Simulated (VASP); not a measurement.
# Be2ZnSe3 (Cmmm) in VASP: further runs, part 2 of 2

VASP 6.6.1.

### Step 3. Single point, PBE

This run uses another cell than the first one: it holds 12 atoms, not 6.

File INCAR:

```
SYSTEM = Be2ZnSe3
ALGO = Normal
EDIFF = 1E-6
ENCUT = 520
GGA = PE
ISIF = 2
ISMEAR = 0
LASPH = .TRUE.
LCHARG = .TRUE.
LELF = .TRUE.
LREAL = .FALSE.
LVHAR = .TRUE.
LWAVE = .FALSE.
NBANDS = 46
NELM = 100
PREC = Accurate
SIGMA = 0.2
```

File KPOINTS:

```
k-points
0
G
  6 4 2
  0 0 0
```

File POSCAR:

```
Be2ZnSe3
1.0
    0.0000000000      0.0000000000      3.3584273403
    3.0910267201     -5.5989395734      0.0000000000
    9.2730801604      5.5989395734      0.0000000000
Be Zn Se
4 2 6
Direct
    0.5000000000      0.5000000000      1.0000000000
    0.5000000000      0.0000000000      0.5000000000
    0.5000000000      0.7500000000      0.2500000000
    0.5000000000      0.2500000000      0.7500000000
    0.0000000000      0.5000000000      0.5000000000
    0.0000000000      1.0000000000      0.0000000000
    0.0000000000      0.6908876247      0.1030374584
    1.0000000000      0.1908876247      0.6030374584
    0.0000000000      0.8091123753      0.3969625416
    0.0000000000      0.3091123753      0.8969625416
    0.5000000000      0.2500000000      0.2500000000
    0.5000000000      0.7500000000      0.7500000000
```

Potentials or basis: VASP PAW PBE potentials, release 64 (Be, Zn, Se).

Started as:

```console
cat potpaw_PBE.64/Be/POTCAR potpaw_PBE.64/Zn/POTCAR potpaw_PBE.64/Se/POTCAR > POTCAR
mpirun -np 1 vasp_std > vasp.out
```

It took 6.7 min on 1 thread of Intel Xeon Platinum 8259CL at 2.50GHz (Skylake/Cascade Lake), shared host; peak memory 0.46 GiB.

Results (log left out):

```
Free energy            : -37.7734 eV
Pressure               : 0.2 GPa
Largest force          : 0.049 eV/Å
Band gap on the k mesh : zero (bands 34 and 35 overlap by 2.28 eV)
```

Forces in eV/Å, atoms in the order of the input:
```
Be   0.000  0.000  0.000
Be   0.000  0.000  0.000
Be   0.000  0.000  0.000
Be   0.000  0.000  0.000
Zn   0.000  0.000  0.000
Zn   0.000  0.000  0.000
Se   0.002  0.049  0.000
Se   0.002  0.049  0.000
Se  -0.002 -0.049  0.000
Se  -0.002 -0.049  0.000
Se   0.000  0.000  0.000
Se   0.000  0.000  0.000
```

Stress tensor (GPa, compression positive):
```
-0.52 -0.01  0.00
-0.01 -0.35  0.00
 0.00  0.00  1.32
```

Levels at points of the mesh, in eV from the Fermi level:
```tsv
k point	band 32	band 33	band 34	band 35	band 36	band 37
(0.00, 0.00, 0.00)	-1.12	0.35	1.05	1.20	1.24	1.55
(0.50, 0.00, 0.00)	-1.66	-1.56	-1.38	-1.11	0.14	0.39
(0.00, 0.50, 0.00)	-1.67	0.62	0.62	1.16	1.16	1.35
(0.50, 0.50, 0.00)	-1.81	-1.56	-1.56	-0.34	-0.34	1.04
(0.00, 0.00, 0.50)	-1.56	1.08	1.08	1.22	1.22	2.08
(0.50, 0.00, 0.50)	-1.96	-1.76	-1.76	-0.32	-0.32	1.01
(0.00, 0.50, 0.50)	-1.36	-0.28	1.05	1.12	1.20	1.55
(0.50, 0.50, 0.50)	-1.38	-1.16	-1.00	-0.50	0.36	0.39
```

### Step 4. Relaxation of cell and atoms, PBE

This run uses another cell than the first one, of 19.27 Å³/atom.

File INCAR:

```
SYSTEM = Be2ZnSe3
ALGO = Normal
EDIFF = 1E-6
EDIFFG = -0.04
ENCUT = 600
GGA = PE
IBRION = 2
ISIF = 3
ISMEAR = 0
LASPH = .True.
LCHARG = .False.
LREAL = .False.
LWAVE = .False.
NELM = 100
NSW = 90
PREC = Accurate
SIGMA = 0.1
```

File KPOINTS:

```
k-points
0
Gamma
  4 4 6
  0 0 0
```

File POSCAR:

```
Be2ZnSe3
1.0
    3.1022509004     -5.5749890115      0.0000000000
    3.1022509004      5.5749890115      0.0000000000
    0.0000000000      0.0000000000      3.3417279715
Be Zn Se
2 1 3
Direct
    0.5000000000      0.0000000000      0.5000000000
    0.0000000000      0.5000000000      0.5000000000
    0.0000000000      0.0000000000      0.0000000000
    0.7937384117      0.2062615883      0.0000000000
    0.2062615883      0.7937384117      0.0000000000
    0.5000000000      0.5000000000      0.5000000000
```

Started as:

```console
cat potpaw_PBE.64/Be/POTCAR potpaw_PBE.64/Zn/POTCAR potpaw_PBE.64/Se/POTCAR > POTCAR
mpirun -np 1 vasp_std > vasp.out
```

Wall time 5.5 min (1 thread of Intel Xeon Platinum 8259CL at 2.50GHz (Skylake/Cascade Lake), shared host); peak memory 0.33 GiB.

Results (log left out):

- Free energy: -18.8871 eV
- Relaxed volume: 19.37 Å³/atom
- Relaxed cell: a = 6.349 Å, b = 6.349 Å, c = 3.400 Å, α = 90.00°, β = 90.00°, γ = 122.00°
- Space group after relaxing (to 0.1 Å): Cmmm (No. 65)
- Energy gained by relaxing: 2.9 meV/atom
- Ionic steps: 4
- Pressure after relaxing: 0.0 GPa
- Largest force after relaxing: 0.040 eV/Å
- Band gap on the k mesh: zero (bands 17 and 18 overlap by 2.29 eV)

Forces on the atoms (eV/Å):
```
Be   0.000  0.000  0.000
Be   0.000  0.000  0.000
Zn   0.000  0.000  0.000
Se   0.000  0.040  0.000
Se   0.000 -0.040  0.000
Se   0.000  0.000  0.000
```

Stress tensor (GPa, compression positive):
```
 0.08  0.00  0.00
 0.00 -0.04  0.00
 0.00  0.00 -0.08
```

The path:
| step | energy change (eV) | largest force (eV/Å) | pressure (GPa) | volume (Å³) |
| --- | --- | --- | --- | --- |
| 1 | 0.0000 | 0.1247 | 0.52 | 115.59 |
| 2 | -0.0157 | 0.0210 | -0.16 | 116.62 |
| 3 | -0.0162 | 0.0038 | -0.35 | 116.87 |
| 4 | -0.0173 | 0.0397 | -0.01 | 116.23 |

Final structure:
```xyz
6
Lattice="3.0782 -5.5532 0.0000 3.0782 5.5532 0.0000 0.0000 0.0000 3.3997" Properties=species:S:1:pos:R:3 pbc="T T T"
Be    1.5391   -2.7766    1.6998
Be    4.6173   -2.7766    1.6998
Zn    3.0782   -5.5532    0.0000
Se    3.0782   -3.2545    0.0000
Se    3.0782    3.2545    0.0000
Se    3.0782    0.0000    1.6998
```

Levels at points of the mesh, in eV from the Fermi level:
| k point | band 15 | band 16 | band 17 | band 18 | band 19 | band 20 |
| --- | --- | --- | --- | --- | --- | --- |
| (0.00, 0.00, 0.00) | -1.40 | -1.03 | 0.41 | 1.18 | 2.35 | 2.73 |
| (0.50, 0.00, 0.00) | -2.40 | -1.29 | 1.09 | 1.14 | 1.67 | 2.32 |
| (0.50, 0.50, 0.00) | -1.89 | -1.61 | -0.15 | 1.04 | 1.85 | 2.32 |
| (0.00, 0.00, 0.50) | -2.30 | -1.59 | -1.57 | -1.13 | 0.20 | 3.15 |
| (0.50, 0.00, 0.50) | -2.52 | -2.48 | -1.35 | 0.43 | 1.10 | 1.86 |
| (0.50, 0.50, 0.50) | -1.92 | -1.07 | -0.98 | -0.48 | 0.41 | 2.15 |

### Step 5. Single point, PBE

This run uses another cell than the first one, of 19.37 Å³/atom.

File INCAR:

```
PREC = Accurate
ENCUT = 520
EDIFF = 1E-6
ISMEAR = 0
SIGMA = 0.1
LREAL = F
LASPH = T
NELM = 80
ALGO = Normal
ISIF = 2
LWAVE = F
LCHARG = T
GGA = PE
LELF = T
LVHAR = T
NBANDS = 26
```

File KPOINTS:

```
regular mesh
0
Gamma
  8 8 12
```

File POSCAR:

```
Be2ZnSe3
1.0
    3.0910267201     -5.5989395734      0.0000000000
    3.0910267201      5.5989395734      0.0000000000
    0.0000000000      0.0000000000      3.3584273403
Be Zn Se
2 1 3
Direct
    0.5000000000      0.0000000000      0.5000000000
    0.0000000000      0.5000000000      0.5000000000
    0.0000000000      0.0000000000      0.0000000000
    0.7939250831      0.2060749169      0.0000000000
    0.2060749169      0.7939250831      0.0000000000
    0.5000000000      0.5000000000      0.5000000000
```

Started as:

```console
cat potpaw_PBE.64/Be/POTCAR potpaw_PBE.64/Zn/POTCAR potpaw_PBE.64/Se/POTCAR > POTCAR
mpirun -np 1 vasp_std > vasp.out
```

It took 8.9 min on 1 thread of Intel Xeon Platinum 8259CL at 2.50GHz (Skylake/Cascade Lake), shared host; peak memory 0.55 GiB.

Results (log left out):

* Free energy: -18.9177 eV
* Pressure: 0.1 GPa
* Largest force: 0.035 eV/Å
* Band gap on the k mesh: zero (bands 17 and 18 overlap by 2.08 eV)

Forces in eV/Å, atoms in the order of the input:
```
Be   0.000  0.000  0.000
Be   0.000  0.000  0.000
Zn   0.000  0.000  0.000
Se   0.000  0.035  0.000
Se   0.000 -0.035  0.000
Se   0.000  0.000  0.000
```

Stress tensor (GPa, compression positive):
```
0.07 0.00 0.00
0.00 0.26 0.00
0.00 0.00 0.09
```

Levels at points of the mesh, in eV from the Fermi level:
```
           k point  band 13  band 14  band 15  band 16  band 17  band 18  band 19  band 20  band 21  band 22
(0.00, 0.00, 0.00)    -3.48    -2.00    -1.40    -1.35     0.19     0.88     2.36     2.80     2.87     3.24
(0.50, 0.00, 0.00)    -2.73    -2.68    -2.60    -1.60     0.85     0.89     1.38     2.33     2.54     3.70
(0.50, 0.50, 0.00)    -3.00    -2.49    -2.19    -1.60    -0.44     0.77     1.66     2.34     2.72     2.85
(0.00, 0.00, 0.50)    -4.10    -3.28    -2.49    -1.80    -1.79    -1.22    -0.01     2.92     2.93     3.02
(0.50, 0.00, 0.50)    -3.64    -3.29    -2.86    -2.70    -1.61     0.27     0.90     1.74     1.85     2.07
(0.50, 0.50, 0.50)    -4.02    -2.39    -2.38    -1.29    -1.25    -0.66     0.18     1.99     2.30     2.88
```

### Step 6. Summary

| task | cell | k mesh | cutoff (eV) | smearing | gap on the mesh (eV) | pressure (GPa) | relaxed volume (Å³/atom) | largest force (eV/Å) |
| --- | --- | --- | --- | --- | --- | --- | --- | --- |
| relaxation of cell and atoms | relaxed from a = 5.467, b = 5.467, c = 4.340 Å, angles 90.0, 90.0, 118.5°, 6 atoms, atomic positions A | 4 × 4 × 4 | 600 | gaussian 0.1 eV | none | 0.0 | 19.31 | 0.01 |
| single point | a = 3.358, b = 6.396, c = 10.832 Å, angles 92.2, 90.0, 90.0°, 12 atoms, atomic positions B | 6 × 4 × 2 | 520 | gaussian 0.2 eV | none | 0.2 | - | 0.05 |
| relaxation of cell and atoms | relaxed from a = 6.380, b = 6.380, c = 3.342 Å, angles 90.0, 90.0, 121.8°, 6 atoms, atomic positions C | 4 × 4 × 6 | 600 | gaussian 0.1 eV | none | 0.0 | 19.37 | 0.04 |
| single point | a = 6.396, b = 6.396, c = 3.358 Å, angles 90.0, 90.0, 122.2°, 6 atoms, atomic positions C | 8 × 8 × 12 | 520 | gaussian 0.1 eV | none | 0.1 | - | 0.03 |

Alike in all rows: level PBE; potentials or basis VASP PAW PBE potentials, release 64 (Be, Zn, Se); no spin polarisation.

Caveats: some runs use coarse meshes; a cell axis changed by over 15 % at a fixed basis, so the end point is rough (at least some runs).

Absolute energies hang on the potentials; compare differences alone.
